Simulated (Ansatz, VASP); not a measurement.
## F: VASP beside Ansatz

The input INCAR:

```
PREC = Accurate
ENCUT = 910
EDIFF = 1E-6
ISMEAR = 0
SIGMA = 0.05
LREAL = False
LASPH = True
NELM = 120
ALGO = Normal
ISIF = 2
LWAVE = False
LCHARG = False
GGA = PS
NBANDS = 22
GGA_COMPAT = False
```

KPOINTS

```
Automatic mesh
0
Gamma
  4 4 2
```

The input POSCAR:

```
F
1.0
    2.9468168668     -1.8057752945     -0.2272839385
    2.9468168668      1.8057752945     -0.2272839385
   -2.1822163277      0.0000000000      7.2177310154
F
4
Direct
    0.0848459664      0.0848459664      0.0940038325
    0.9151540336      0.9151540336      0.9059961675
    0.5015719855      0.5015719855      0.5937195244
    0.4984280145      0.4984280145      0.4062804756
```

Input for Ansatz:

```yaml
crystal:
  lattice:
    - [2.9468168668, -1.8057752945, -0.2272839385]
    - [2.9468168668, 1.8057752945, -0.2272839385]
    - [-2.1822163277, 0.0, 7.2177310154]
  atoms:
    - { symbol: F, position: [0.0848459664, 0.0848459664, 0.0940038325] }
    - { symbol: F, position: [0.9151540336, 0.9151540336, 0.9059961675] }
    - { symbol: F, position: [0.5015719855, 0.5015719855, 0.5937195244] }
    - { symbol: F, position: [0.4984280145, 0.4984280145, 0.4062804756] }
basis:
  ecutwfc: 520.0
kpoints:
  mp_grid: { grid: [4, 4, 2] }
hamiltonian:
  xc: pbesol
scf:
  occupations: { method: gaussian, width: 0.05 }
output:
  forces: true
  stress: true
  eigenvalues: true
```

Change from the starting cell: volume 18.756 Å^3 an atom, stretch along a over the lengths across it, relative to the relaxed cell 0.9379.

Alike in both runs: task single point; functional PBEsol; k mesh 4 × 4 × 2; occupations gaussian, width 0.05 eV; no spin polarisation.

```csv
,VASP,Ansatz
version,VASP 6.6.1,Ansatz 0.2.0
potentials or method,"VASP PAW PBE potentials, release 64 (F_h), cutoff 910 eV","scalar-relativistic, plane waves, PAW"
valence electrons in the cell,28,28
```

```tsv
	VASP	Ansatz	Ansatz less VASP
gap on the k mesh at the Fermi level (eV)	2.97	2.97	+0.003
least direct gap on the mesh (eV)	3.04	3.04	+0.003
rms of the force components (eV/Å)	0.127	0.146	+0.0181
```

VASP's potentials were made for PBE, not for PBEsol. Atom by atom the forces differ by 0.018 eV/Å (rms over components).

The k mesh is coarse, so the values compare programs but aren't converged. Noted on VASP's run: the cutoff is short for stress, so the pressure is rough.
